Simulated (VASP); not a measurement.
# BiN (P-6m2) in VASP: notebook

The runs below take BiN through single point, with PBE.

Everything below comes from runs of VASP 6.6.1. Logs are shortened: lines on timing, memory, paths and dates and some standing lists are left out, and cuts for length are marked.

## 1. The cell of the first run

Symmetry: P-6m2, No. 187, hexagonal system. Conventional cell: a = 3.411 Å, b = 3.411 Å, c = 3.230 Å, α = 90.00°, β = 90.00°, γ = 120.00°. Bi (site symmetry -6m2) has 6 N at 2.55 Å and 2 Bi at 3.23 Å within 3.4 Å. Within 3.4 Å of N (site symmetry -6m2) lie 6 Bi at 2.55 Å and 2 N at 3.23 Å.

## 2. Single point, PBE (volume scaled by 0.945)

Input file INCAR:

```
PREC = Accurate
ENCUT = 520
EDIFF = 1E-7
ISMEAR = 0
SIGMA = 0.05
LREAL = F
LASPH = T
NELM = 60
ALGO = Normal
ISIF = 2
LWAVE = F
LCHARG = F
GGA = PE
NBANDS = 17
```

Input file KPOINTS:

```
regular mesh
0
Gamma
  12 12 10
```

Input file POSCAR:

```
BiN
1.0
    3.4106814719      0.0000000000      0.0000000000
   -1.7053407360      2.9537367989      0.0000000000
    0.0000000000      0.0000000000      3.2296112835
Bi N
1 1
Direct
    0.0000000000      0.0000000000      0.0000000000
    0.6666666667      0.3333333333      0.5000000000
```

Potentials or basis: VASP PAW PBE potentials, release 64 (Bi_d, N).

The run is started by

```sh
$ cat potpaw_PBE.64/Bi_d/POTCAR potpaw_PBE.64/N/POTCAR > POTCAR
$ mpirun -np 1 vasp_std > vasp.out
```

OUTCAR:

```text
PREC = Accurate
   ENCUT = 520
   EDIFF = 1E-7
   ISMEAR = 0
   LREAL = F
   LASPH = T
   NELM = 60
   ISIF = 2
   GGA = PE

 ion  position               nearest neighbor table
   1  0.000  0.000  0.000-   2 2.55   2 2.55   2 2.55   2 2.55   2 2.55   2 2.55
   2  0.667  0.333  0.500-   1 2.55   1 2.55   1 2.55   1 2.55   1 2.55   1 2.55

  LATTYP: Found a hexagonal cell.
 ALAT       =     3.4106814719
 C/A-ratio  =     0.9469108476

  Lattice vectors:

 A1 = (   3.4106814719,   0.0000000000,   0.0000000000)
 A2 = (  -1.7053407360,   2.9537367989,   0.0000000000)
 A3 = (   0.0000000000,   0.0000000000,   3.2296112835)

Analysis of symmetry for initial positions (statically):
=====================================================================
 Subroutine PRICEL returns:
 Original cell was already a primitive cell.

 Routine SETGRP: Setting up the symmetry group for a
 hexagonal supercell.

 Subroutine GETGRP returns: Found 12 space group operations
 (whereof 12 operations were pure point group operations)
 out of a pool of 24 trial point group operations.

The static configuration has the point symmetry D_3h.

Analysis of symmetry for dynamics (positions and initial velocities):
=====================================================================
 Subroutine PRICEL returns:
 Original cell was already a primitive cell.

 Routine SETGRP: Setting up the symmetry group for a
 hexagonal supercell.

 Subroutine GETGRP returns: Found 12 space group operations
 (whereof 12 operations were pure point group operations)
 out of a pool of 24 trial point group operations.

The dynamic configuration has the point symmetry D_3h.

 Subroutine INISYM returns: Found 12 space group operations
 (whereof 12 operations are pure point group operations),
 and found     1 'primitive' translations

----------------------------------------------------------------------------------------

                                     Primitive cell

  volume of cell :      32.5359

  direct lattice vectors                    reciprocal lattice vectors
     3.410681472  0.000000000  0.000000000     0.293196538  0.169277100  0.000000000
    -1.705340736  2.953736799  0.000000000     0.000000000  0.338554200  0.000000000
     0.000000000  0.000000000  3.229611284     0.000000000  0.000000000  0.309634786

[... 74 lines left out ...]
   PREC   = accura    normal or accurate (medium, high low for compatibility)
   ISTART =      0    job   : 0-new  1-cont  2-samecut
   ICHARG =      2    charge: 1-file 2-atom 10-const
   ISPIN  =      1    spin polarized calculation?
   LNONCOLLINEAR =      F non collinear calculations
   LSORBIT =      F    spin-orbit coupling
   LASPH  =      T    aspherical Exc in radial PAW
   ENCUT  =  520.0 eV  38.22 Ry    6.18 a.u.   6.34  6.34  6.00*2*pi/ulx,y,z
   NELM   =     60;   NELMIN=  2; NELMDL= -5     # of ELM steps
   EDIFF  = 0.1E-06   stopping-criterion for ELM
   LREAL  =      F    real-space projection
   EDIFFG = 0.1E-05   stopping-criterion for IOM
   NSW    =      0    number of steps for IOM
   IBRION =     -1    ionic relax: 0-MD 1-quasi-New 2-CG
   NFREE  =      0    steps in history (QN), initial steepest desc. (CG)
   ISIF   =      2    stress and relaxation
   ISYM   =      2    0-nonsym 1-usesym 2-fastsym
   POTIM  = 0.5000    time-step for ionic-motion
   TEBEG  =    0.0;   TEEND  =   0.0 temperature during run
   PSTRESS=    0.0 pullay stress
   NELECT =      20.0000    total number of electrons
   NUPDOWN=      -1.0000    fix difference up-down
   EMIN   =  10.00;   EMAX   =-10.00  energy-range for DOS
   EFERMI =   0.00;   METHOD = LEGACY
   ISMEAR =     0;   SIGMA  =   0.05  broadening in eV -4-tet -1-fermi 0-gaus
   EFERMI_NEDOS =   21; number of points for ismear=-14 and -15
   IALGO  =     38    algorithm
   IMIX   =      4    mixing-type and parameters
     AMIX     =   0.40;   BMIX     =  1.00
     AMIX_MAG =   1.60;   BMIX_MAG =  1.00
  volume/ion in A,a.u.               =      16.27       109.78
  Fermi-wavevector in a.u.,A,eV,Ry     =   1.391972  2.630445 26.362450  1.937585
  Thomas-Fermi vector in A             =   2.515759
   LORBIT       =      0    0 simple, 1 ext, 2 COOP (PROOUT), +10 PAW based schemes
   GGA     = PE    functional components
   LHFCALC =     F    Hartree Fock is set to
   AEXX    =    0.0000 exact exchange contribution
   IVDW    =     0    specifies the selected vdW correction
   LEPSILON=     F    determine dielectric tensor
   LRPA    =     F    only Hartree local field effects (RPA)
 non-spin polarized calculation
 Gauss-broadening in eV      SIGMA  =   0.05
  energy-cutoff  :      520.00
  volume of cell :       32.54
 maximum number of plane-waves:       900
 NGX is ok and might be reduce to    28
   NGX = 13   NGY = 13   NGZ = 13

 number of electron      20.0000004 magnetization

 Free energy of the ion-electron system (eV)
  ---------------------------------------------------
  ext. energy  EPLUGINS =         0.00000000
  ---------------------------------------------------
  free energy    TOTEN  =       -10.21789536 eV

  energy without entropy =      -10.21708299  energy(sigma->0) =      -10.21748917

 E-fermi :   9.1710     XC(G=0): -11.4510

 val. band max:        9.1535115064   @ k =   0.0833   0.0833   0.4000
 cond. band min:       9.1927126749   @ k =   0.0833   0.0000   0.4000
 fundamental gap:      0.0392011685
 Fermi energy:         9.1710391086

 k-point     1 :       0.0000    0.0000    0.0000
  band No.  band energies     occupation
      1     -14.0991      2.00000
      2     -13.9431      2.00000
      3     -13.9431      2.00000
      4     -13.7283      2.00000
      5     -13.7283      2.00000
      6      -7.4638      2.00000
[... 457 lines left out ...]
      4     -13.7998      2.00000
      5     -13.7534      2.00000
      6      -5.7997      2.00000
[... 9 lines left out ...]
     16      22.9382      0.00000
     17      23.7727      0.00000

 [... further k-points ...]
[... 5 lines left out ...]
  --------------------------------------------------------------------------------------
  -------------------------------------------------------------------------------------
  Total        1.3824210      1.3824210      1.3882680     -0.0000000      0.0000000      0.0000000
  in kB       68.0750050     68.0750050     68.3629332     -0.0000000      0.0000000      0.0000000
  external PRESSURE =      68.1709811 kB  Pullay stress =       0.0000000 kB

 VOLUME and BASIS-vectors are now :
 -----------------------------------------------------------------------------
  energy-cutoff  :      520.00
  volume of cell :       32.54
      direct lattice vectors                 reciprocal lattice vectors
     3.410681472  0.000000000  0.000000000     0.293196538  0.169277100  0.000000000
    -1.705340736  2.953736799  0.000000000     0.000000000  0.338554200  0.000000000
     0.000000000  0.000000000  3.229611284     0.000000000  0.000000000  0.309634786

 POSITION                                       TOTAL-FORCE (eV/Angst)
 -----------------------------------------------------------------------------------
      0.00000      0.00000      0.00000        -0.000000      0.000000      0.000000
      1.70534      0.98458      1.61481         0.000000      0.000000      0.000000
 -----------------------------------------------------------------------------------
    total drift:                               -0.000000      0.000000      0.000000

  FREE ENERGIE OF THE ION-ELECTRON SYSTEM (eV)
  ---------------------------------------------------
  free  energy   TOTEN  =       -10.2178953578 eV

  energy  without entropy=      -10.2170829897  energy(sigma->0) =      -10.21748917
```

OSZICAR:

```text
N       E                     dE             d eps       ncg     rms          rms(c)
DAV:   1     0.163885537560E+03    0.16389E+03   -0.10745E+04  3940   0.147E+03
DAV:   2    -0.403917141709E+00   -0.16429E+03   -0.15813E+03  4311   0.371E+02
DAV:   3    -0.121236713251E+02   -0.11720E+02   -0.11619E+02  4521   0.100E+02
DAV:   4    -0.123815653447E+02   -0.25789E+00   -0.25771E+00  4917   0.155E+01
DAV:   5    -0.123894323945E+02   -0.78670E-02   -0.78665E-02  5326   0.250E+00    0.839E+00
DAV:   6    -0.105692121976E+02    0.18202E+01   -0.17984E+01  5644   0.241E+01    0.473E+00
DAV:   7    -0.102272750443E+02    0.34194E+00   -0.20780E+00  4379   0.790E+00    0.163E+00
DAV:   8    -0.102546992136E+02   -0.27424E-01   -0.39469E-01  4081   0.436E+00    0.217E+00
DAV:   9    -0.102178046790E+02    0.36895E-01   -0.70974E-02  4021   0.178E+00    0.321E-01
DAV:  10    -0.102178166690E+02   -0.11990E-04   -0.14972E-03  5142   0.309E-01    0.190E-01
DAV:  11    -0.102178934757E+02   -0.76807E-04   -0.15115E-04  4284   0.992E-02    0.125E-02
DAV:  12    -0.102178962310E+02   -0.27552E-05   -0.80120E-06  5286   0.226E-02    0.285E-03
DAV:  13    -0.102178957637E+02    0.46730E-06   -0.87678E-07  4862   0.921E-03    0.343E-03
DAV:  14    -0.102178954379E+02    0.32572E-06   -0.13535E-07  3271   0.270E-03    0.842E-04
DAV:  15    -0.102178953578E+02    0.80116E-07   -0.11859E-08  2148   0.108E-03
   1 F= -.10217895E+02 E0= -.10217489E+02  d E =-.812368E-03
```

stdout:

```text
POSCAR found type information on POSCAR BiN
 POSCAR found :  2 types and       2 ions
 scaLAPACK will be used
 LDA part: xc-table for (Slater+PW92), standard interpolation
 POSCAR, INCAR and KPOINTS ok, starting setup
 FFT: planning ... GRIDC
 FFT: planning ... GRID_SOFT
 FFT: planning ... GRID
 WAVECAR not read
 entering main loop
```

It took 23 s on 1 thread of Intel Xeon 6975P-C (Granite Rapids), shared host; peak memory 0.19 GiB.

What came out:

```
Free energy            : -10.2179 eV
Pressure               : 6.8 GPa
Band gap on the k mesh : zero (band 10 reaches 10.13 eV, above the bottom of band 11 at 7.25 eV)
```

Levels at points of the mesh, in eV from the Fermi level:
```
           k point  band 8  band 9  band 10  band 11  band 12  band 13
(0.00, 0.00, 0.00)   -2.81   -1.65    -1.65     4.92     4.92     7.29
(0.50, 0.00, 0.00)   -3.28   -2.62    -1.29     1.78     5.64     6.16
(0.00, 0.00, 0.50)   -1.00   -1.00     0.19     0.79     5.92     5.92
(0.50, 0.00, 0.50)   -5.74   -5.52    -1.32     2.68     2.78     3.27
```

Caveat: spin-orbit coupling is left out, which moves the levels of the heavy elements.

## 3. Single point, PBE (volume scaled by 0.960)

Input file INCAR:

```
SYSTEM = BiN
PREC = Accurate
ENCUT = 520
EDIFF = 1E-7
ISMEAR = 0
SIGMA = 0.05
LREAL = .False.
LASPH = .True.
NELM = 60
ALGO = Normal
ISIF = 2
LWAVE = .False.
LCHARG = .False.
GGA = PE
NBANDS = 17
```

Input file KPOINTS:

```
Automatic mesh
0
Gamma
  12 12 10
  0 0 0
```

Input file POSCAR:

```
BiN
1.0
    3.4326240411      0.0000000000      0.0000000000
   -1.7163120206      2.9727396212      0.0000000000
    0.0000000000      0.0000000000      3.2390639499
Bi N
1 1
Direct
    0.0000000000      0.0000000000      0.0000000000
    0.6666666667      0.3333333333      0.5000000000
```

Potentials or basis: VASP PAW PBE potentials, release 64 (Bi_d, N).

The run is started by

```sh
$ cat potpaw_PBE.64/Bi_d/POTCAR potpaw_PBE.64/N/POTCAR > POTCAR
$ mpirun -np 1 vasp_std > vasp.out
```

OUTCAR:

```text
SYSTEM = BiN
   PREC = Accurate
   ENCUT = 520
   EDIFF = 1E-7
   ISMEAR = 0
   LREAL = .False.
   LASPH = .True.
   NELM = 60
   ISIF = 2
   GGA = PE

 ion  position               nearest neighbor table
   1  0.000  0.000  0.000-   2 2.56   2 2.56   2 2.56   2 2.56   2 2.56   2 2.56
   2  0.667  0.333  0.500-   1 2.56   1 2.56   1 2.56   1 2.56   1 2.56   1 2.56

  LATTYP: Found a hexagonal cell.
 ALAT       =     3.4326240411
 C/A-ratio  =     0.9436116251

  Lattice vectors:

[... 669 lines left out ...]

  FORCE on cell =-STRESS in cart. coord.  units (eV):
  Direction    XX          YY          ZZ          XY          YZ          ZX
  --------------------------------------------------------------------------------------
  -------------------------------------------------------------------------------------
  Total        0.9809711      0.9809711      0.9866277     -0.0000000     -0.0000000     -0.0000000
  in kB       47.5514926     47.5514926     47.8256913     -0.0000000     -0.0000000     -0.0000000
  external PRESSURE =      47.6428921 kB  Pullay stress =       0.0000000 kB

 VOLUME and BASIS-vectors are now :
 -----------------------------------------------------------------------------
  energy-cutoff  :      520.00
  volume of cell :       33.05
      direct lattice vectors                 reciprocal lattice vectors
     3.432624041  0.000000000  0.000000000     0.291322320  0.168195020  0.000000000
    -1.716312021  2.972739621  0.000000000     0.000000000  0.336390040  0.000000000
     0.000000000  0.000000000  3.239063950     0.000000000  0.000000000  0.308731169

 POSITION                                       TOTAL-FORCE (eV/Angst)
 -----------------------------------------------------------------------------------
      0.00000      0.00000      0.00000        -0.000000      0.000000      0.000000
      1.71631      0.99091      1.61953         0.000000      0.000000      0.000000
 -----------------------------------------------------------------------------------
    total drift:                               -0.000000      0.000000      0.000000

  FREE ENERGIE OF THE ION-ELECTRON SYSTEM (eV)
  ---------------------------------------------------
  free  energy   TOTEN  =       -10.2369433222 eV

  energy  without entropy=      -10.2360151731  energy(sigma->0) =      -10.23647925
```

OSZICAR:

```text
N       E                     dE             d eps       ncg     rms          rms(c)
DAV:   1     0.162903181493E+03    0.16290E+03   -0.10708E+04  3932   0.148E+03
DAV:   2    -0.131621631906E+00   -0.16303E+03   -0.15755E+03  4282   0.373E+02
DAV:   3    -0.121425392332E+02   -0.12011E+02   -0.11884E+02  4552   0.101E+02
DAV:   4    -0.124062455897E+02   -0.26371E+00   -0.26347E+00  4983   0.156E+01
DAV:   5    -0.124140214701E+02   -0.77759E-02   -0.77754E-02  5220   0.248E+00    0.839E+00
DAV:   6    -0.106115105328E+02    0.18025E+01   -0.18408E+01  5658   0.240E+01    0.485E+00
DAV:   7    -0.102467644604E+02    0.36475E+00   -0.22153E+00  4439   0.798E+00    0.163E+00
DAV:   8    -0.102737793519E+02   -0.27015E-01   -0.40138E-01  4101   0.439E+00    0.214E+00
DAV:   9    -0.102368636361E+02    0.36916E-01   -0.66716E-02  4079   0.175E+00    0.319E-01
DAV:  10    -0.102368580037E+02    0.56324E-05   -0.15227E-03  5144   0.303E-01    0.170E-01
DAV:  11    -0.102369432689E+02   -0.85265E-04   -0.11174E-04  4217   0.999E-02    0.239E-02
DAV:  12    -0.102369442356E+02   -0.96676E-06   -0.14743E-05  5412   0.241E-02    0.485E-03
DAV:  13    -0.102369436869E+02    0.54875E-06   -0.80386E-07  4350   0.833E-03    0.365E-03
DAV:  14    -0.102369434056E+02    0.28129E-06   -0.37288E-08  3149   0.221E-03    0.192E-03
DAV:  15    -0.102369433222E+02    0.83358E-07   -0.62135E-08  2145   0.160E-03
   1 F= -.10236943E+02 E0= -.10236479E+02  d E =-.928149E-03
```

stdout:

```text
POSCAR found type information on POSCAR BiN
 POSCAR found :  2 types and       2 ions
 scaLAPACK will be used
 LDA part: xc-table for (Slater+PW92), standard interpolation
 POSCAR, INCAR and KPOINTS ok, starting setup
 FFT: planning ... GRIDC
 FFT: planning ... GRID_SOFT
 FFT: planning ... GRID
 WAVECAR not read
 entering main loop
```

Wall time 24 s (1 thread of Intel Xeon 6975P-C (Granite Rapids), shared host); peak memory 0.19 GiB.

What came out:

```
Free energy            : -10.2369 eV
Pressure               : 4.8 GPa
Band gap on the k mesh : zero (band 10 reaches 9.87 eV, above the bottom of band 11 at 7.09 eV)
```

Caveat: spin-orbit coupling is left out, which moves the levels of the heavy elements.

## 4. Single point, PBE (volume scaled by 0.980)

Input file INCAR:

```
ALGO = Normal
EDIFF = 1E-7
ENCUT = 520
GGA = PE
ISIF = 2
ISMEAR = 0
LASPH = True
LCHARG = False
LREAL = False
LWAVE = False
NBANDS = 17
NELM = 80
PREC = Accurate
SIGMA = 0.05
```

Input file KPOINTS:

```
k-points
0
Gamma
  12 12 10
```

Input file POSCAR:

```
BiN
1.0
    3.4614956539      0.0000000000      0.0000000000
   -1.7307478269      2.9977431713      0.0000000000
    0.0000000000      0.0000000000      3.2516160869
Bi N
1 1
Direct
    0.0000000000      0.0000000000      0.0000000000
    0.6666666667      0.3333333333      0.5000000000
```

The run is started by

```sh
$ cat potpaw_PBE.64/Bi_d/POTCAR potpaw_PBE.64/N/POTCAR > POTCAR
$ mpirun -np 1 vasp_std > vasp.out
```

Run time: 24 s. Hardware: 1 thread of Intel Xeon 6975P-C (Granite Rapids), shared host; peak memory 0.19 GiB.

It converged, with:

* Free energy: -10.2526 eV
* Pressure: 2.3 GPa
* Band gap on the k mesh: zero (band 10 reaches 9.53 eV, above the bottom of band 11 at 6.88 eV)

Levels at points of the mesh, in eV from the Fermi level:
| k point | band 7 | band 8 | band 9 | band 10 | band 11 | band 12 | band 13 | band 14 |
| --- | --- | --- | --- | --- | --- | --- | --- | --- |
| (0.00, 0.00, 0.00) | -7.66 | -2.58 | -1.58 | -1.58 | 4.70 | 4.70 | 7.32 | 7.60 |
| (0.50, 0.00, 0.00) | -10.99 | -3.15 | -2.60 | -1.14 | 1.77 | 5.53 | 5.94 | 7.09 |
| (0.00, 0.00, 0.50) | -12.14 | -0.92 | -0.92 | 0.03 | 0.72 | 5.60 | 5.60 | 11.08 |
| (0.50, 0.00, 0.50) | -9.33 | -5.48 | -5.30 | -1.23 | 2.63 | 2.69 | 3.17 | 8.69 |

Caveat: spin-orbit coupling is left out, which moves the levels of the heavy elements.

## 5. The runs side by side

```csv
cell,gap on the mesh (eV),pressure (GPa)
"a = 3.411, b = 3.411, c = 3.230 Å, angles 90.0, 90.0, 120.0°, 2 atoms",none,6.8
"a = 3.433, b = 3.433, c = 3.239 Å, angles 90.0, 90.0, 120.0°, 2 atoms",none,4.8
"a = 3.461, b = 3.461, c = 3.252 Å, angles 90.0, 90.0, 120.0°, 2 atoms",none,2.3
```

Alike in all rows: task single point; level PBE; potentials or basis VASP PAW PBE potentials, release 64 (Bi_d, N); no spin polarisation; k mesh 12 × 12 × 10; cutoff (eV) 520; smearing gaussian 0.05 eV.

Caveats: spin-orbit coupling is left out, which moves the levels of the heavy elements.

Absolute energies hang on the potentials; compare differences alone.
